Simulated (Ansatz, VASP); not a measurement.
## One calculation of Si7Ge, two programs

```
CELL_PARAMETERS angstrom
5.46797 0.00000 0.00000
0.00000 5.46797 0.00000
0.00000 0.00000 5.46797
ATOMIC_POSITIONS crystal
Si 0.25803 0.25803 0.24123
Si 0.00000 0.50000 0.50000
Si 0.50000 0.50000 0.00000
Si 0.50000 0.00000 0.50000
Si 0.74197 0.25803 0.75877
Si 0.74197 0.74197 0.24123
Si 0.25803 0.74197 0.75877
Ge 0.00000 0.00000 0.00000
```

Change from the starting cell: mode 14 (415.5 1/cm) frozen in, largest displacement +0.075 Å.

Alike in both runs: task single point; functional r2SCAN; k mesh 6 × 6 × 6; occupations gaussian, width 0.05 eV; no spin polarisation.

|  | VASP | Ansatz |
| --- | --- | --- |
| version | VASP 6.6.1 | Ansatz 0.2.0 |
| potentials or method | VASP PAW PBE potentials, release 64 (Si, Ge_d), cutoff 520 eV | scalar-relativistic, plane waves, PAW |
| valence electrons in the cell | 42 | 42 |

```csv
,VASP,Ansatz,Ansatz less VASP
gap on the k mesh at the Fermi level (eV),0.51,0.49,-0.011
least direct gap on the mesh (eV),0.51,0.49,-0.011
pressure (GPa),0.1,0.3,+0.19
"traceless stress, the component that is largest in VASP (GPa)",-0.09,-0.08,+0.007
rms of the force components (eV/Å),0.573,0.574,+0.0015
```

VASP's potentials were made for PBE, not for r2SCAN. Atom by atom the forces differ by 0.007 eV/Å (rms over components). The functional is the same, so the differences come from potentials, cutoffs and numerics.
